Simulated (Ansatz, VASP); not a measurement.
KF: VASP beside Ansatz

```xyz
4
Lattice="4.5475 0.0000 0.0000 -2.2737 3.9382 0.0000 0.0000 0.0000 5.3752" Properties=species:S:1:pos:R:3 pbc="T T T"
K     0.0000    2.6255   -0.3333
K     2.2737    1.3127    2.3544
F     0.0000    2.6255    2.3543
F     2.2737    1.3127    5.0419
```

Alike in both runs: functional PBE; k mesh 11 × 11 × 6; occupations fermi-dirac, width 0.03 eV; no spin polarisation.

Ansatz relaxed the structure, and its values are those at the end. VASP's run is a single point on that final structure, the one shown.

|  | VASP | Ansatz |
| --- | --- | --- |
| version | VASP 6.6.1 | Ansatz 0.2.0 |
| potentials or method | VASP PAW PBE potentials, release 64 (K_sv, F) | PAW with Ansatz's default frozen-core files, scalar-relativistic |
| plane-wave cutoff (eV) | 520 | 420 |
| valence electrons in the cell | 32 | 32 |

```csv
,VASP,Ansatz,Ansatz less VASP
pressure (GPa),0.0,0.0,-0.01
```
